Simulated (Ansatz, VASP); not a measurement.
# TiC: VASP beside Ansatz

```
Ti C
1.0
     0.00000    2.16572    2.16572
     2.16572    0.00000    2.16572
     2.16572    2.16572    0.00000
Ti C
1 1
Direct
  0.00000 0.00000 0.00000
  0.50000 0.50000 0.50000
```

Alike in both runs: task relaxation of cell and atoms; functional LDA; k mesh 8 × 8 × 8; occupations gaussian, width 0.1 eV; no spin polarisation.

|  | VASP | Ansatz |
| --- | --- | --- |
| version | VASP 6.6.1 | Ansatz 0.2.0 |
| potentials or method | VASP PAW LDA potentials, release 64 (Ti_sv, C), cutoff 600 eV | scalar-relativistic, plane waves, PAW |
| valence electrons in the cell | 16 | 16 |

|  | VASP | Ansatz | Ansatz less VASP |
| --- | --- | --- | --- |
| gap on the k mesh at the Fermi level, each at its own relaxed structure (eV) | none | none | - |
| relaxed volume (Å³/atom) | 9.70 | 9.67 | -0.027 |
| relaxed cell length with the largest relative difference (Å) | 3.016 | 3.013 | -0.0029 |

Ansatz warns that its potentials were made for another functional, while VASP's fit it. LDA's correlation is that of Perdew and Zunger in VASP and of Perdew and Wang (1992) in Ansatz. A gap of «none» marks a metal or a gap that the smearing closes.
